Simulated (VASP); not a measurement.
SrCl2, 3 atoms in the cell. The structure is cubic, space group Fm-3m (No. 225). The conventional cell has a = 6.995 Å, b = 6.995 Å, c = 6.995 Å, α = 90.00°, β = 90.00°, γ = 90.00°. Sr (site symmetry m-3m) has 8 Cl at 3.03 Å within 4.0 Å. Cl (site symmetry -43m) has 4 Sr at 3.03 Å and 6 Cl at 3.50 Å within 4.0 Å. 

```yaml
Program: VASP 6.6.1
Task: single point
Functional: HSE06
Potentials_or_basis: VASP PAW PBE potentials, release 64 (Sr_sv, Cl)
Cutoff: 520 eV
k_mesh: 4 × 4 × 4
Occupations: gaussian, width 0.01 eV
Spin: no spin polarisation
Dipole_correction: no
Grid_for_exact_exchange_PRECFOCK: Normal
Further_INCAR_settings: ALGO = Normal; EDIFF = 1e-06; NBANDS = 19
Screening_parameter: 0.2079 1/Å
```

Potentials or basis: VASP PAW PBE potentials, release 64 (Sr_sv, Cl).

Launch:

```console
$ cat potpaw_PBE.64/Sr_sv/POTCAR potpaw_PBE.64/Cl/POTCAR > POTCAR
$ cp INCAR.step1 INCAR
$ mpirun -np 1 vasp_std > vasp.out
$ cp INCAR.step2 INCAR
$ mpirun -np 1 vasp_std > vasp.out
```

Hardware: 1 thread of Intel(R) Xeon(R) Platinum 8559C (Emerald Rapids) (shared host).

Problem. How long does it take, and how much memory?

Solution. Wall time 12 min on 1 thread of Intel(R) Xeon(R) Platinum 8559C (Emerald Rapids) (shared host), peak memory 0.34 GiB. Counts: k points 8.
